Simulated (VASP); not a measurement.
Write the native input for VASP 6.6.1 that does the following.

| Item | Value |
| --- | --- |
| Task | electric field gradients |
| Functional | PBE |
| Potentials or basis | VASP PAW PBE potentials, release 64 (Mg, O) |
| Cutoff | 520 eV |
| k mesh | 13 × 13 × 13 |
| Occupations | fermi-dirac, width 0.08 eV |
| Spin | no spin polarisation |
| Dipole correction | no |
| Further INCAR settings | ALGO = Normal; EDIFF = 1e-08; NBANDS = 11 |

The structure of MgO (zincblende type) lies in POSCAR:

```
MgO
1.0
    0.0000000000      2.3511193090      2.3511193090
    2.3511193090      0.0000000000      2.3511193090
    2.3511193090      2.3511193090      0.0000000000
Mg O
1 1
Direct
    0.0000000000      0.0000000000      0.0000000000
    0.2500000000      0.2500000000      0.2500000000
```

These files were run (other wordings do the same):

INCAR

```
PREC     = Accurate       # precision mode
ENCUT    = 520            # plane-wave cutoff, eV
EDIFF    = 1E-8           # SCF threshold, eV
ISMEAR   = -1             # smearing method
SIGMA    = 0.08           # smearing width, eV
LREAL    = F              # projectors in reciprocal space
LASPH    = T              # aspherical terms in the spheres
NELM     = 100            # most SCF steps
ALGO     = Normal         # electronic algorithm
ISIF     = 2              # what is computed and relaxed
LWAVE    = F              # write WAVECAR
LCHARG   = F              # write CHGCAR
GGA      = PE             # functional
LEFG     = T            
NBANDS   = 11             # bands
```

KPOINTS

```
Automatic mesh
0
Gamma
  13 13 13
```

Potentials or basis: VASP PAW PBE potentials, release 64 (Mg, O).

Command:

```sh
$ cat potpaw_PBE.64/Mg/POTCAR potpaw_PBE.64/O/POTCAR > POTCAR
$ mpirun -np 1 vasp_std > vasp.out
```

It gave:

```json
{"Pressure": "-6.3 GPa", "Band gap on the k mesh": "3.16 eV", "Largest electric field gradient by atom": "under 0.05 V/Å² on every atom"}
```

Caveat: the cell stands under tension; an odd mesh through Γ misses points on the zone boundary, where band edges can lie.

Run time: 28 s on 1 thread of Intel(R) Xeon(R) Platinum 8259CL CPU @ 2.50GHz (Skylake/Cascade Lake) (shared host), peak memory 0.17 GiB.
